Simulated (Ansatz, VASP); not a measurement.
# Two plane-wave programs on HfSiO4

```
CELL_PARAMETERS angstrom
-3.35664 3.35664 2.95171
3.35664 -3.35664 2.95171
3.35664 3.35664 -2.95171
ATOMIC_POSITIONS crystal
Hf 0.00000 0.00000 0.00000
Hf 0.75000 0.25000 0.50000
Si 0.25000 0.75000 0.50000
Si 0.50000 0.50000 0.00000
O 0.13574 0.31857 0.81717
O 0.06857 0.75139 0.68283
O 0.06857 0.38574 0.31717
O 0.50139 0.31857 0.18283
O 0.68143 0.49861 0.81717
O 0.61426 0.93143 0.68283
O 0.24861 0.93143 0.31717
O 0.68143 0.86426 0.18283
```

Change from the starting cell: epitaxial_xy strain +2.0%.

Alike in both runs: task single point; functional r2SCAN; k mesh 6 × 6 × 6; no spin polarisation.

|  | VASP | Ansatz |
| --- | --- | --- |
| version | VASP 6.6.1 | Ansatz 0.2.0 |
| potentials or method | VASP PAW PBE potentials, release 64 (Hf_pv, Si, O) | plane waves, PAW |
| plane-wave cutoff (eV) | 520 | 500 |
| occupations | gaussian, width 0.01 eV | fixed |
| valence electrons in the cell | 76 | 108 |

```csv
,VASP,Ansatz,Ansatz less VASP
gap on the k mesh at the Fermi level (eV),5.78,5.84,+0.058
pressure (GPa),-6.7,-5.0,+1.66
"traceless stress, the component that is largest in VASP (GPa)",5.28,4.99,-0.294
rms of the force components (eV/Å),0.095,0.000,-0.0946
```

VASP's potentials were made for PBE, not for r2SCAN. Atom by atom the forces differ by 0.095 eV/Å (rms over components). VASP's potentials hold 76 valence electrons a cell and Ansatz's 108, so a difference there can come from the potentials and not from the codes.

Neither program's run includes spin-orbit coupling.
